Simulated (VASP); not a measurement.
# Co2Si (P-62m) in VASP: relaxation of cell and atoms with PBE

Aim: the relaxation of cell and atoms of Co2Si with PBE.

All numbers are computed with VASP 6.6.1; they aren't measurements. Logs are shortened: lines on timing, memory, paths and dates and some standing lists are left out, and cuts for length are marked.

### Step 1. The cell of the first run

The structure is hexagonal, space group P-62m (No. 189). The conventional cell has a = 5.880 Å, b = 5.880 Å, c = 3.460 Å, α = 90.00°, β = 90.00°, γ = 120.00°. Co (site symmetry m2m) has 4 Si at 2.22 to 2.30 Å and 8 Co at 2.62 to 2.71 Å within 2.9 Å. Co (site symmetry m2m) has 5 Si at 2.38 to 2.49 Å and 10 Co at 2.63 to 3.10 Å within 3.1 Å. Si (site symmetry -6) has 9 Co at 2.22 to 2.49 Å within 2.9 Å. Si (site symmetry -62m) has 9 Co at 2.30 to 2.38 Å within 3.0 Å.

### Step 2. Relaxation of cell and atoms, PBE, collinear spin, ferromagnetic start

The input, INCAR:

```
PREC = Accurate ; ENCUT = 600
EDIFF = 1E-6 ; ISMEAR = 0
SIGMA = 0.2 ; LREAL = False
LASPH = True ; NELM = 150
ALGO = Fast ; ISIF = 3
LWAVE = False ; LCHARG = False
ISPIN = 2 ; MAGMOM = 3 3 3 3 3 3 0 0 0
LORBIT = 11 ; LMAXMIX = 4
GGA = PE ; IBRION = 2
NSW = 36 ; EDIFFG = -0.08
```

The input, KPOINTS:

```
Automatic mesh
0
Gamma
  3 3 5
```

The input, POSCAR:

```
Co2Si
1.0
    5.8800000000      0.0000000000      0.0000000000
   -2.9400000000      5.0922293700      0.0000000000
    0.0000000000      0.0000000000      3.4600000000
Co Si
6 3
Direct
    0.2570005000      0.0000000000      0.0000000000
    0.7429995000      0.7429995000      0.0000000000
    0.0000000000      0.2570005000      0.0000000000
    0.5950005000      0.0000000000      0.5000000000
    0.4049995000      0.4049995000      0.5000000000
    0.0000000000      0.5950005000      0.5000000000
    0.6666666700      0.3333333300      0.0000000000
    0.3333333300      0.6666666700      0.0000000000
    0.0000000000      0.0000000000      0.5000000000
```

Potentials or basis: VASP PAW PBE potentials, release 64 (Co, Si).

Started as:

```console
cat potpaw_PBE.64/Co/POTCAR potpaw_PBE.64/Si/POTCAR > POTCAR
mpirun -np 1 vasp_std > vasp.out
```

OUTCAR:

```text
PREC = Accurate
   ENCUT = 600
   EDIFF = 1E-6
   ISMEAR = 0
   LREAL = False
   LASPH = True
   NELM = 150
   ISIF = 3
   ISPIN = 2
   LORBIT = 11
   GGA = PE
   IBRION = 2
   NSW = 36
   EDIFFG = -0.08

 ion  position               nearest neighbor table
   1  0.257  0.000  0.000-   8 2.22   7 2.22   9 2.30   9 2.30   3 2.62   2 2.62   4 2.63   4 2.63
                             5 2.71   6 2.71   5 2.71   6 2.71
   2  0.743  0.743  0.000-   7 2.22   8 2.22   9 2.30   9 2.30   3 2.62   1 2.62   5 2.63   5 2.63
                             4 2.71   4 2.71   6 2.71   6 2.71
   3  0.000  0.257  0.000-   7 2.22   8 2.22   9 2.30   9 2.30   2 2.62   1 2.62   6 2.63   6 2.63
                             4 2.71   4 2.71   5 2.71   5 2.71
   4  0.595  0.000  0.500-   9 2.38   7 2.49   7 2.49   8 2.49   8 2.49   1 2.63   1 2.63   2 2.71
                             3 2.71   2 2.71   3 2.71   6 3.10   5 3.10   5 3.10   6 3.10
   5  0.405  0.405  0.500-   9 2.38   8 2.49   8 2.49   7 2.49   7 2.49   2 2.63   2 2.63   1 2.71
                             1 2.71   3 2.71   3 2.71   4 3.10   4 3.10   6 3.10   6 3.10
   6  0.000  0.595  0.500-   9 2.38   8 2.49   8 2.49   7 2.49   7 2.49   3 2.63   3 2.63   1 2.71
                             1 2.71   2 2.71   2 2.71   4 3.10   4 3.10   5 3.10   5 3.10
   7  0.667  0.333  0.000-   3 2.22   1 2.22   2 2.22   4 2.49   4 2.49   6 2.49   6 2.49   5 2.49
                             5 2.49
   8  0.333  0.667  0.000-   1 2.22   3 2.22   2 2.22   6 2.49   6 2.49   4 2.49   4 2.49   5 2.49
                             5 2.49
   9  0.000  0.000  0.500-   2 2.30   3 2.30   2 2.30   3 2.30   1 2.30   1 2.30   6 2.38   5 2.38
                             4 2.38

  LATTYP: Found a hexagonal cell.
 ALAT       =     5.8800000000
 C/A-ratio  =     0.5884353741

  Lattice vectors:

 A1 = (   5.8800000000,   0.0000000000,   0.0000000000)
 A2 = (  -2.9400000000,   5.0922293700,   0.0000000000)
 A3 = (   0.0000000000,   0.0000000000,   3.4600000000)

Analysis of symmetry for initial positions (statically):
=====================================================================
 Subroutine PRICEL returns:
 Original cell was already a primitive cell.

 Routine SETGRP: Setting up the symmetry group for a
 hexagonal supercell.

 Subroutine GETGRP returns: Found 12 space group operations
 (whereof 12 operations were pure point group operations)
 out of a pool of 24 trial point group operations.

The static configuration has the point symmetry D_3h.

Analysis of symmetry for dynamics (positions and initial velocities):
=====================================================================
 Subroutine PRICEL returns:
 Original cell was already a primitive cell.

 Routine SETGRP: Setting up the symmetry group for a
 hexagonal supercell.

 Subroutine GETGRP returns: Found 12 space group operations
 (whereof 12 operations were pure point group operations)
 out of a pool of 24 trial point group operations.

The dynamic configuration has the point symmetry D_3h.

Analysis of structural, dynamic, and magnetic symmetry:
=====================================================================
 Subroutine PRICEL returns:
 Original cell was already a primitive cell.

 Routine SETGRP: Setting up the symmetry group for a
 hexagonal supercell.

 Subroutine GETGRP returns: Found 12 space group operations
 (whereof 12 operations were pure point group operations)
 out of a pool of 24 trial point group operations.

The overall configuration has the point symmetry D_3h.

 Subroutine INISYM returns: Found 12 space group operations
 (whereof 12 operations are pure point group operations),
 and found     1 'primitive' translations

----------------------------------------------------------------------------------------

                                     Primitive cell

  volume of cell :     103.6004

  direct lattice vectors                    reciprocal lattice vectors
     5.880000000  0.000000000  0.000000000     0.170068027  0.098188821  0.000000000
    -2.940000000  5.092229370  0.000000000     0.000000000  0.196377643  0.000000000
     0.000000000  0.000000000  3.460000000     0.000000000  0.000000000  0.289017341

  length of vectors
     5.880000000  5.879999996  3.460000000     0.196377643  0.196377643  0.289017341
[... 73 lines left out ...]
   ISPIN  =      2    spin polarized calculation?
   LNONCOLLINEAR =      F non collinear calculations
   LSORBIT =      F    spin-orbit coupling
   LASPH  =      T    aspherical Exc in radial PAW
   ENCUT  =  600.0 eV  44.10 Ry    6.64 a.u.  11.74 11.74  6.91*2*pi/ulx,y,z
   NELM   =    150;   NELMIN=  2; NELMDL= -5     # of ELM steps
   EDIFF  = 0.1E-05   stopping-criterion for ELM
   LREAL  =      F    real-space projection
   EDIFFG = -.8E-01   stopping-criterion for IOM
   NSW    =     36    number of steps for IOM
   IBRION =      2    ionic relax: 0-MD 1-quasi-New 2-CG
   NFREE  =      1    steps in history (QN), initial steepest desc. (CG)
   ISIF   =      3    stress and relaxation
   ISYM   =      2    0-nonsym 1-usesym 2-fastsym
   POTIM  = 0.5000    time-step for ionic-motion
   TEBEG  =    0.0;   TEEND  =   0.0 temperature during run
   PSTRESS=    0.0 pullay stress
   NELECT =      66.0000    total number of electrons
   NUPDOWN=      -1.0000    fix difference up-down
   EMIN   =  10.00;   EMAX   =-10.00  energy-range for DOS
   EFERMI =   0.00;   METHOD = LEGACY
   ISMEAR =     0;   SIGMA  =   0.20  broadening in eV -4-tet -1-fermi 0-gaus
   EFERMI_NEDOS =   21; number of points for ismear=-14 and -15
   IALGO  =     68    algorithm
   IMIX   =      4    mixing-type and parameters
     AMIX     =   0.40;   BMIX     =  1.00
     AMIX_MAG =   1.60;   BMIX_MAG =  1.00
  volume/ion in A,a.u.               =      11.51        77.68
  Fermi-wavevector in a.u.,A,eV,Ry     =   1.408648  2.661958 26.997877  1.984288
  Thomas-Fermi vector in A             =   2.530784
   LORBIT       =     11    0 simple, 1 ext, 2 COOP (PROOUT), +10 PAW based schemes
   GGA     = PE    functional components
   LHFCALC =     F    Hartree Fock is set to
   AEXX    =    0.0000 exact exchange contribution
   IVDW    =     0    specifies the selected vdW correction
   LEPSILON=     F    determine dielectric tensor
   LRPA    =     F    only Hartree local field effects (RPA)
 conjugate gradient relaxation of ions
 spin polarized calculation
 RMM-DIIS sequential band-by-band and
 Gauss-broadening in eV      SIGMA  =   0.20
  energy-cutoff  :      600.00
  volume of cell :      103.60
 maximum number of plane-waves:      3475
 NGX is ok and might be reduce to    48
   NGX = 23   NGY = 23   NGZ = 13

--------------------------------------- Ionic step        1  -------------------------------------------

 number of electron      66.0000000 magnetization      18.0000000

 number of electron      65.9999980 magnetization       5.0457044

 Free energy of the ion-electron system (eV)
  ---------------------------------------------------
  ext. energy  EPLUGINS =         0.00000000
  ---------------------------------------------------
  free energy    TOTEN  =       -61.67406549 eV

  energy without entropy =      -61.50963992  energy(sigma->0) =      -61.59185270

------------------------ aborting loop because EDIFF is reached ----------------------------------------

  FORCE on cell =-STRESS in cart. coord.  units (eV):
  Direction    XX          YY          ZZ          XY          YZ          ZX
  --------------------------------------------------------------------------------------
  -------------------------------------------------------------------------------------
  Total       -2.6725203     -2.6725203     -2.5266487      0.0000000     -0.0000000      0.0000000
  in kB      -41.3304580    -41.3304579    -39.0745574      0.0000000     -0.0000000      0.0000000
  external PRESSURE =     -40.5784911 kB  Pullay stress =       0.0000000 kB
[... 116 lines left out ...]
--------------------------------------- Ionic step        4  -------------------------------------------

 number of electron      66.0000002 magnetization       4.8483648

 Free energy of the ion-electron system (eV)
  ---------------------------------------------------
  ext. energy  EPLUGINS =         0.00000000
  ---------------------------------------------------
  free energy    TOTEN  =       -61.71444225 eV

  energy without entropy =      -61.54910224  energy(sigma->0) =      -61.63177224

 E-fermi :  10.6322     XC(G=0): -12.8147

 val. band max:       10.6254327130   @ k =   0.3333   0.0000   0.4000
 cond. band min:      10.6413193393   @ k =   0.0000   0.0000   0.2000
 fundamental gap:      0.0158866263
 Fermi energy:        10.6322379813

 spin component 1

 k-point     1 :       0.0000    0.0000    0.0000
  band No.  band energies     occupation
      1      -1.1216      1.00000
      2       2.0582      1.00000
      3       2.5823      1.00000
      4       4.9862      1.00000
      5       4.9862      1.00000
      6       5.3900      1.00000
[... 421 lines left out ...]
     44      16.6291      0.00000
     45      16.6291      0.00000
 Fermi energy:        10.6322379813

 spin component 2

 k-point     1 :       0.0000    0.0000    0.0000
  band No.  band energies     occupation
      1      -1.1498      1.00000
      2       2.0514      1.00000
      3       2.5527      1.00000
      4       5.1157      1.00000
      5       5.1157      1.00000
      6       5.4587      1.00000
[... 421 lines left out ...]
     44      16.8841      0.00000
     45      16.8841      0.00000
 [bands above 45 left out]

------------------------ aborting loop because EDIFF is reached ----------------------------------------

  FORCE on cell =-STRESS in cart. coord.  units (eV):
  Direction    XX          YY          ZZ          XY          YZ          ZX
  --------------------------------------------------------------------------------------
  -------------------------------------------------------------------------------------
  Total       -0.1443152     -0.1443152      0.2855369      0.0000000      0.0000000      0.0000000
  in kB       -2.2817798     -2.2817798      4.5146485      0.0000000      0.0000000      0.0000000
  external PRESSURE =      -0.0163037 kB  Pullay stress =       0.0000000 kB
[... 24 lines left out ...]
  FREE ENERGIE OF THE ION-ELECTRON SYSTEM (eV)
  ---------------------------------------------------
  free  energy   TOTEN  =       -61.7144422463 eV

  energy  without entropy=      -61.5491022401  energy(sigma->0) =      -61.63177224

 reached required accuracy - stopping structural energy minimisation

 total charge

# of ion       s       p       d       tot
------------------------------------------
    1        0.473   0.610   7.500   8.584
    2        0.473   0.610   7.500   8.584
    3        0.473   0.610   7.500   8.584
    4        0.392   0.474   7.363   8.228
    5        0.392   0.474   7.363   8.228
    6        0.392   0.474   7.363   8.228
    7        0.754   0.925   0.000   1.679
    8        0.754   0.925   0.000   1.679
    9        0.753   0.978   0.000   1.730
--------------------------------------------------
tot          4.856   6.080  44.590  55.526

 magnetization (x)

# of ion       s       p       d       tot
------------------------------------------
    1       -0.003  -0.009   0.653   0.641
    2       -0.003  -0.009   0.653   0.641
    3       -0.003  -0.009   0.653   0.641
    4        0.006  -0.004   1.062   1.064
    5        0.006  -0.004   1.062   1.064
    6        0.006  -0.004   1.062   1.064
    7       -0.004  -0.027   0.000  -0.031
    8       -0.004  -0.027   0.000  -0.031
    9       -0.004  -0.023   0.000  -0.027
--------------------------------------------------
tot         -0.002  -0.115   5.144   5.027
```

It took 5.7 min on 1 thread of Intel Xeon Platinum 8488C (Sapphire Rapids), shared host; peak memory 0.32 GiB.

Results:

```
Free energy                                           : -61.7144 eV
Relaxed volume                                        : 11.26 Å³/atom
Relaxed cell                                          : a = 5.834 Å, b = 5.834 Å, c = 3.437 Å, α = 90.00°, β = 90.00°, γ = 120.00°
Space group after relaxing (to 0.1 Å)                 : P-62m (No. 189)
Energy gained by relaxing                             : 4.5 meV/atom
Ionic steps                                           : 4
Pressure after relaxing                               : 0.0 GPa
Largest force after relaxing                          : 0.080 eV/Å
Net moment                                            : 4.85 μB per cell
Site moments                                          : Co +0.64, +1.06 (each value once); Si -0.03 μB
Valence electrons inside the program's atomic spheres : Co 8.58, 8.23 (each value once); Si 1.68, 1.73 (each value once)
```

Forces in eV/Å, atoms in the order of the input:
```
Co  -0.015  0.000  0.000
Co   0.007  0.013  0.000
Co   0.007 -0.013  0.000
Co  -0.080  0.000  0.000
Co   0.040  0.069  0.000
Co   0.040 -0.069  0.000
Si   0.000  0.000  0.000
Si   0.000  0.000  0.000
Si   0.000  0.000  0.000
```

The path:
```csv
step,energy change (eV),largest force (eV/Å),pressure (GPa),volume (Å³)
1,0.0000,0.3454,-4.06,103.60
2,-0.0114,0.1253,4.38,99.29
3,-0.0360,0.1990,0.39,101.20
4,-0.0404,0.0799,0.00,101.33
```

Final structure:
```
Co Si
1.0
     5.83443    0.00000    0.00000
    -2.91722    5.05277    0.00000
     0.00000    0.00000    3.43733
Co Si
6 3
Direct
  0.25380 0.00000 0.00000
  0.74620 0.74620 0.00000
  0.00000 0.25380 0.00000
  0.59412 0.00000 0.50000
  0.40588 0.40588 0.50000
  0.00000 0.59412 0.50000
  0.66667 0.33333 0.00000
  0.33333 0.66667 0.00000
  0.00000 0.00000 0.50000
```

Caveat: the k points lie up to 0.41 Å⁻¹ apart in the final cell; the relaxation stopped at a loose force limit of 0.08 eV/Å, so its end isn't a converged minimum.
